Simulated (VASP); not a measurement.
Set up this calculation in VASP 6.6.1, as the native input.

* Task: single point
* Functional: PBEsol
* Potentials or basis: VASP PAW PBE potentials, release 64 (Ta_pv)
* Cutoff: 520 eV
* k mesh: 20 × 20 × 20
* Occupations: gaussian, width 0.15 eV
* Spin: no spin polarisation
* Dipole correction: no
* Further INCAR settings: ALGO = Fast; EDIFF = 1e-06; NBANDS = 12

The structure of Ta lies in POSCAR:

```
Ta
1.0
   -1.7338440000      1.7338440000      1.6512800000
    1.7338440000     -1.7338440000      1.6512800000
    1.7338440000      1.7338440000     -1.6512800000
Ta
1
Direct
    0.0000000000      0.0000000000      0.0000000000
```

This cell differs from its parent crystal: strain +0.050 along x and y, +0.000 along z.

The input as run:

INCAR

```
PREC = Accurate
ENCUT = 520
EDIFF = 1E-6
ISMEAR = 0
SIGMA = 0.15
LREAL = F
LASPH = T
NELM = 80
ALGO = Fast
ISIF = 2
LWAVE = F
LCHARG = F
GGA = PS
NBANDS = 12
```

KPOINTS

```
Automatic mesh
0
Gamma
  20 20 20
```

Potentials or basis: VASP PAW PBE potentials, release 64 (Ta_pv).

Launch:

```console
$ cat potpaw_PBE.64/Ta_pv/POTCAR > POTCAR
$ mpirun -np 1 vasp_std > vasp.out
```

It gave:

| Property | Result |
| --- | --- |
| Pressure | -19.2 GPa |
| Band gap on the k mesh | zero (an odd number of electrons rules out a gap without spin polarisation) |

Caveat: the cell differs from its parent crystal (strain +0.050 along x and y, +0.000 along z); the cell stands under tension; the PAW data sets were made with another functional, which shifts forces and pressure a little; spin-orbit coupling is left out, which moves the levels of the heavy elements.

It took 2.7 min on 1 thread of Intel Xeon 8259CL, with other jobs on the host, peak memory 0.26 GiB.
